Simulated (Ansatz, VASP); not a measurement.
# One calculation of CdPtC6N6, two programs

The input POSCAR:

```
CdPtC6N6
1.0
    0.0000000000      5.4645000000      5.4645000000
    5.4645000000      0.0000000000      5.4645000000
    5.4645000000      5.4645000000      0.0000000000
Cd Pt C N
1 1 6 6
Direct
    0.5000000000      0.5000000000      0.5000000000
    0.0000000000      0.0000000000      0.0000000000
    0.1833881846      0.1833881846      0.8166118154
    0.8166118154      0.8166118154      0.1833881846
    0.8166118154      0.1833881846      0.1833881846
    0.1833881846      0.8166118154      0.8166118154
    0.1833881846      0.8166118154      0.1833881846
    0.8166118154      0.1833881846      0.8166118154
    0.2892475474      0.2892475474      0.7107524526
    0.7107524526      0.7107524526      0.2892475474
    0.7107524526      0.2892475474      0.2892475474
    0.2892475474      0.7107524526      0.7107524526
    0.2892475474      0.7107524526      0.2892475474
    0.7107524526      0.2892475474      0.7107524526
```

Contents of INCAR.step1:

```
PREC = Accurate
ENCUT = 520
ISMEAR = -1
SIGMA = 0.05
LREAL = F
LASPH = T
NELM = 60
NBANDS = 51
GGA = PE
ALGO = Normal
EDIFF = 1E-4
LWAVE = T
LCHARG = F
```

File INCAR.step2:

```
PREC = Accurate
ENCUT = 520
EDIFF = 1E-8
ISMEAR = -1
SIGMA = 0.05
LREAL = F
LASPH = T
NELM = 60
ALGO = Normal
ISIF = 2
LWAVE = F
LCHARG = F
METAGGA = R2SCAN
LMIXTAU = T
LEFG = T
NBANDS = 51
ISTART = 1
```

Contents of KPOINTS:

```
Automatic mesh
0
Gamma
  5 5 5
```

Input for Ansatz:

```yaml
crystal:
  lattice:
    - [0.0, 5.4645, 5.4645]
    - [5.4645, 0.0, 5.4645]
    - [5.4645, 5.4645, 0.0]
  atoms:
    - { symbol: Cd, position: [0.5, 0.5, 0.5] }
    - { symbol: Pt, position: [0.0, 0.0, 0.0] }
    - { symbol: C, position: [0.1833881846, 0.1833881846, 0.8166118154] }
    - { symbol: C, position: [0.8166118154, 0.8166118154, 0.1833881846] }
    - { symbol: C, position: [0.8166118154, 0.1833881846, 0.1833881846] }
    - { symbol: C, position: [0.1833881846, 0.8166118154, 0.8166118154] }
    - { symbol: C, position: [0.1833881846, 0.8166118154, 0.1833881846] }
    - { symbol: C, position: [0.8166118154, 0.1833881846, 0.8166118154] }
    - { symbol: "N", position: [0.2892475474, 0.2892475474, 0.7107524526] }
    - { symbol: "N", position: [0.7107524526, 0.7107524526, 0.2892475474] }
    - { symbol: "N", position: [0.7107524526, 0.2892475474, 0.2892475474] }
    - { symbol: "N", position: [0.2892475474, 0.7107524526, 0.7107524526] }
    - { symbol: "N", position: [0.2892475474, 0.7107524526, 0.2892475474] }
    - { symbol: "N", position: [0.7107524526, 0.2892475474, 0.7107524526] }
kpoints:
  mp_grid: { grid: [5, 5, 5] }
scf:
  occupations: { method: fermi_dirac, width: 0.05 }
hamiltonian:
  xc: r2scan
  pseudopotentials: { kind: paw }
output:
  forces: true
  stress: true
  populations: true
  efg:
    quadrupole_moments_barn: { "N": 0.02044 }
    contact_densities: true
```

Alike in both runs: task electric field gradients; functional r2SCAN; k mesh 5 × 5 × 5; occupations fermi-dirac, width 0.05 eV; no spin polarisation.

|  | VASP | Ansatz |
| --- | --- | --- |
| version | VASP 6.6.1 | Ansatz 0.2.0 |
| potentials or method | VASP PAW PBE potentials, release 64 (Cd, Pt, C, N) | plane-wave PAW, scalar-relativistic |
| plane-wave cutoff (eV) | 520 | 500 |
| valence electrons in the cell | 76 | 92 |

Ansatz gave:

| Item | Value |
| --- | --- |
| gap on the k mesh at the Fermi level (eV) | 5.77 |
| pressure (GPa) | -0.1 |
| rms of the force components (eV/Å) | 0.441 |
| size of Vzz on the site where it differs most (V/Å²) | 41.8 |

Which values does VASP return?

gap on the k mesh at the Fermi level (eV): 5.70; pressure (GPa): 0.6; rms of the force components (eV/Å): 0.114; size of Vzz on the site where it differs most (V/Å²): 55.6.

VASP's potentials were made for PBE, not for r2SCAN. Atom by atom the forces differ by 0.331 eV/Å (rms over components). One of these differences is far larger than is usual between the two programs; its cause wasn't traced. The functional is the same, so the differences come from potentials, cutoffs and numerics. VASP's potentials hold 76 valence electrons a cell and Ansatz's 92, so a difference there can come from the potentials and not from the codes.

Spin-orbit coupling is off throughout. Noted on VASP's run: the standard files for N, O and F lose accuracy on very short bonds.
